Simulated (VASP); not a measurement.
A run of VASP 6.6.1 is set up as follows.

File INCAR:

```
SYSTEM = Cu3O2
ALGO = Normal
EDIFF = 1E-7
ENCUT = 520
GGA = PE
ISIF = 2
ISMEAR = 0
LASPH = .TRUE.
LCHARG = .FALSE.
LREAL = .FALSE.
LWAVE = .FALSE.
NBANDS = 30
NELM = 60
PREC = Accurate
SIGMA = 0.15
```

The input KPOINTS:

```
k-points
0
G
  14 14 14
  0 0 0
```

Contents of POSCAR:

```
Cu3O2
1.0
   -2.0740000000      2.0740000000      3.3770500000
    2.0740000000     -2.0740000000      3.3770500000
    2.0740000000      2.0740000000     -3.3770500000
Cu O
3 2
Direct
    0.2500000000      0.7500000000      0.5000000000
    0.7500000000      0.2500000000      0.5000000000
    0.0000000000      0.0000000000      0.0000000000
    0.0000000000      0.5000000000      0.5000000000
    0.5000000000      0.0000000000      0.5000000000
```

Potentials or basis: VASP PAW PBE potentials, release 64 (Cu, O).

Launch:

```bash
$ cat potpaw_PBE.64/Cu/POTCAR potpaw_PBE.64/O/POTCAR > POTCAR
$ mpirun -np 1 vasp_std > vasp.out
```

**Question.** Estimate the band gap on the k mesh.

**Answer.** Zero (an odd number of electrons rules out a gap without spin polarisation).

**Question.** Predict the pressure.

**Answer.** 22.1 GPa.

Stress tensor (GPa, compression positive):
```
 3.79  0.00  0.00
 0.00  3.79  0.00
 0.00  0.00 58.69
```

Caveat: the stress differs along the axes, from 4 to 59 GPa. With open d or f shells a metallic result of PBE can be an artefact of self-interaction; +U or a hybrid may open a gap.
